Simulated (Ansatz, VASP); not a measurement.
**One calculation of ZrC, two programs**

```xyz
4
Lattice="3.3915 0.0000 0.0000 -1.6957 2.9371 0.0000 0.0000 0.0000 5.2901" Properties=species:S:1:pos:R:3 pbc="T T T"
Zr    1.6957    0.9790    3.9675
Zr    0.0000    1.9581    1.3225
C     0.0000    0.0000    2.6450
C     0.0000    0.0000    0.0000
```

Alike in both runs: functional BLYP; k mesh 7 × 7 × 4; occupations fermi-dirac, width 0.05 eV; no spin polarisation.

|  | VASP | Ansatz |
| --- | --- | --- |
| version | VASP 6.6.1 | Ansatz 0.2.0 |
| potentials or method | VASP PAW PBE potentials, release 64 (Zr_sv, C) | Ansatz PAW |
| plane-wave cutoff (eV) | 520 | 420 |
| valence electrons in the cell | 32 | 32 |
| task | single point | band structure |

|  | VASP | Ansatz | Ansatz less VASP |
| --- | --- | --- | --- |
| gap on the k mesh at the Fermi level (eV) | none | none | - |
| pressure (GPa) | 5.5 | 4.9 | -0.56 |
| traceless stress, the component that is largest in VASP (GPa) | 3.98 | 4.04 | +0.054 |

VASP's potentials were made for PBE, not for BLYP. A gap of «none» marks a metal or a gap that the smearing closes.
